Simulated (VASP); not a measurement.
BeTe:

```
Be Te
1.0
     0.00000    2.83187    2.83187
     2.83187    0.00000    2.83187
     2.83187    2.83187    0.00000
Be Te
1 1
Cartesian
  0.0000 0.0000 0.0000
  1.4159 1.4159 1.4159
```

* Program: VASP 6.6.1
* Task: relaxation of cell and atoms
* Functional: LDA
* Potentials or basis: VASP PAW LDA potentials, release 64 (Be, Te)
* Cutoff: 600 eV
* k mesh: 8 × 8 × 8
* Occupations: gaussian, width 0.02 eV
* Spin: no spin polarisation

At the start: pressure -3.1 GPa; volume 22.71 Å³/atom.

Q: Where does the relaxation end?

A: Over 3 steps the energy falls by 12.1 meV/atom and the volume is 21.51 Å³/atom (-5.3 %); space group F-43m (No. 216, to 0.05 Å).

Step by step:
| step | energy change (eV) | largest force (eV/Å) | pressure (GPa) | volume (Å³) |
| --- | --- | --- | --- | --- |
| 1 | 0.0000 | 0.0000 | -3.10 | 45.42 |
| 2 | -0.0234 | 0.0000 | 0.65 | 42.59 |
| 3 | -0.0243 | 0.0000 | 0.01 | 43.02 |

Final structure:
```
Be Te
1.0
     0.00000    2.78106    2.78106
     2.78106    0.00000    2.78106
     2.78106    2.78106    0.00000
Be Te
1 1
Cartesian
  0.0000 0.0000 0.0000
  1.3905 1.3905 1.3905
```
